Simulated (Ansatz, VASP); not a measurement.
# Two plane-wave programs on MoS2

```
CELL_PARAMETERS angstrom
3.04610 0.00000 0.00000
-1.52305 2.63800 0.00000
0.00000 0.00000 12.66195
ATOMIC_POSITIONS crystal
Mo 0.33333 0.66667 0.25000
Mo 0.66667 0.33333 0.75000
S 0.66667 0.33333 0.37633
S 0.66667 0.33333 0.12367
S 0.33333 0.66667 0.87633
S 0.33333 0.66667 0.62367
```

Change from the starting cell: epitaxial_xy strain -4.0%.

Alike in both runs: task single point; functional r2SCAN; k mesh 12 × 12 × 2; no spin polarisation.

|  | VASP | Ansatz |
| --- | --- | --- |
| version | VASP 6.6.1 | Ansatz 0.2.0 |
| potentials or method | VASP PAW PBE potentials, release 64 (Mo_sv, S) | plane waves, PAW |
| plane-wave cutoff (eV) | 520 | 500 |
| occupations | gaussian, width 0.01 eV | fixed |
| valence electrons in the cell | 52 | 52 |

```csv
,VASP,Ansatz,Ansatz less VASP
gap on the k mesh at the Fermi level (eV),1.27,1.26,-0.011
pressure (GPa),10.2,10.1,-0.08
"traceless stress, the component that is largest in VASP (GPa)",-9.03,-8.97,+0.067
rms of the force components (eV/Å),0.023,0.026,+0.0030
```

VASP's potentials were made for PBE, not for r2SCAN. Atom by atom the forces differ by 0.003 eV/Å (rms over components).
